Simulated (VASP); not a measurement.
A run of VASP 6.6.1 is set up as follows.

Contents of POSCAR:

```
PtS2
1.0
    3.5837250780      0.0000000000      0.0000000000
   -1.7918625390      3.1035969577      0.0000000000
    0.0000000000      0.0000000000      4.6567800248
Pt S
1 2
Direct
    0.0000000000      0.0000000000      0.0000000000
    0.3333333333      0.6666666667      0.2589672732
    0.6666666667      0.3333333333      0.7410327268
```

File INCAR.step1:

```
SYSTEM = PtS2
ALGO     = Normal         ! electronic algorithm
EDIFF    = 1E-4           ! SCF threshold, eV
ENCUT    = 600            ! plane-wave cutoff, eV
GGA      = PE             ! functional
ISMEAR   = -1             ! smearing method
LASPH    = .TRUE.         ! aspherical terms in the spheres
LCHARG   = .FALSE.        ! write CHGCAR
LREAL    = .FALSE.        ! projectors in reciprocal space
LWAVE    = .TRUE.         ! write WAVECAR
NELM     = 100            ! most SCF steps
PREC     = Accurate       ! precision mode
SIGMA    = 0.02           ! smearing width, eV
```

Contents of INCAR.step2:

```
SYSTEM = PtS2
ALGO     = Normal         ! electronic algorithm
BPARAM   = 11.95        
CPARAM   = 0.0093       
EDIFF    = 1E-7           ! SCF threshold, eV
EDIFFG   = -0.005         ! ionic threshold
ENCUT    = 600            ! plane-wave cutoff, eV
IBRION   = 2              ! ionic algorithm
ISIF     = 3              ! what is computed and relaxed
ISMEAR   = -1             ! smearing method
ISTART   = 1            
IVDW_NL  = 2            
LASPH    = .TRUE.         ! aspherical terms in the spheres
LCHARG   = .FALSE.        ! write CHGCAR
LMIXTAU  = .TRUE.       
LREAL    = .FALSE.        ! projectors in reciprocal space
LUSE_VDW = .TRUE.       
LWAVE    = .FALSE.        ! write WAVECAR
METAGGA  = R2SCAN         ! meta-GGA
NELM     = 100            ! most SCF steps
NSW      = 80             ! ionic steps
PREC     = Accurate       ! precision mode
SIGMA    = 0.02           ! smearing width, eV
```

File KPOINTS:

```
k-points
0
G
  12 12 6
  0 0 0
```

Potentials or basis: VASP PAW PBE potentials, release 64 (Pt, S).

Launch:

```console
$ cat potpaw_PBE.64/Pt/POTCAR potpaw_PBE.64/S/POTCAR > POTCAR
$ cp INCAR.step1 INCAR
$ mpirun -np 1 vasp_std > vasp.out
$ cp INCAR.step2 INCAR
$ mpirun -np 1 vasp_std > vasp.out
```

Problem. Predict the relaxed volume.

Solution. 18.69 Å³/atom.

Problem. What does it give for the space group after relaxing (to 0.1 Å)?

Solution. P-3m1 (No. 164).

Problem. Predict the band gap on the k mesh.

Solution. 0.85 eV (least direct gap 1.12 eV).

Final structure:
```yaml
crystal:
  lattice:
    - [3.55502, 0.00000, 0.00000]
    - [-1.77751, 3.07874, 0.00000]
    - [0.00000, 0.00000, 5.12375]
  atoms:
    - { symbol: Pt, position: [0.00000, 0.00000, 0.00000] }
    - { symbol: S, position: [0.33333, 0.66667, 0.23918] }
    - { symbol: S, position: [0.66667, 0.33333, 0.76082] }
```

Caveat: the PAW data sets were made with another functional, which shifts forces and pressure a little; spin-orbit coupling is left out, which moves the levels of the heavy elements. A k mesh can miss the band edges.
